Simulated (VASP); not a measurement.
Here is a VASP 6.6.1 calculation.

The input INCAR:

```
SYSTEM = Sb
PREC = Accurate
ENCUT = 520
EDIFF = 1E-7
ISMEAR = 0
SIGMA = 0.15
LREAL = .FALSE.
LASPH = .TRUE.
NELM = 100
ALGO = Normal
ISIF = 2
LWAVE = .FALSE.
LCHARG = .TRUE.
GGA = PS
LELF = .TRUE.
LVHAR = .TRUE.
NBANDS = 8
```

Contents of KPOINTS:

```
regular mesh
0
G
  16 16 16
  0 0 0
```

The input POSCAR:

```
Sb
1.0
    3.0020000000      0.0000000000      0.0000000000
    0.0000000000      3.0020000000      0.0000000000
    0.0000000000      0.0000000000      3.3180000000
Sb
1
Direct
    0.0000000000      0.0000000000      0.0000000000
```

Potentials or basis: VASP PAW PBE potentials, release 64 (Sb).

Launch:

```sh
$ cat potpaw_PBE.64/Sb/POTCAR > POTCAR
$ mpirun -np 1 vasp_std > vasp.out
```

Problem. Estimate the pressure.

Solution. -1.1 GPa.

Stress tensor (GPa, compression positive):
```
 2.14  0.00  0.00
 0.00  2.14  0.00
 0.00  0.00 -7.61
```

Caveat: the cell differs from its parent crystal (strain -0.050 along x and y, +0.050 along z); the PAW data sets were made with another functional, which shifts forces and pressure a little.
